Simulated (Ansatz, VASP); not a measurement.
SbO5: VASP beside Ansatz

```
Sb O
1.0
     4.07232    0.00000    0.00000
    -2.03616    3.52674    0.00000
     0.00000    0.00000    5.24321
Sb O
1 5
Direct
  0.00000 0.00000 0.00000
  0.33333 0.66667 0.29637
  0.33333 0.66667 0.70363
  0.66667 0.33333 0.70363
  0.66667 0.33333 0.29637
  0.00000 0.00000 0.50000
```

Alike in both runs: task relaxation of cell and atoms; functional PBE; k mesh 6 × 6 × 4; occupations gaussian, width 0.1 eV; no spin polarisation.

```csv
,VASP,Ansatz
version,VASP 6.6.1,Ansatz 0.2.0
potentials or method,"VASP PAW PBE potentials, release 64 (Sb, O), cutoff 600 eV","scalar-relativistic, plane waves, PAW"
valence electrons in the cell,35,45
```

|  | VASP | Ansatz | Ansatz less VASP |
| --- | --- | --- | --- |
| gap on the k mesh at the Fermi level, each at its own relaxed structure (eV) | none | none | - |
| relaxed volume (Å³/atom) | 12.72 | 12.51 | -0.216 |
| relaxed length of the cell vector where the two differ most in proportion (Å) | 3.935 | 4.049 | +0.1137 |

A gap of «none» marks a metal or a gap that the smearing closes. VASP's potentials hold 35 valence electrons a cell and Ansatz's 45, so a difference there can come from the potentials and not from the codes.

Spin-orbit coupling is off throughout.
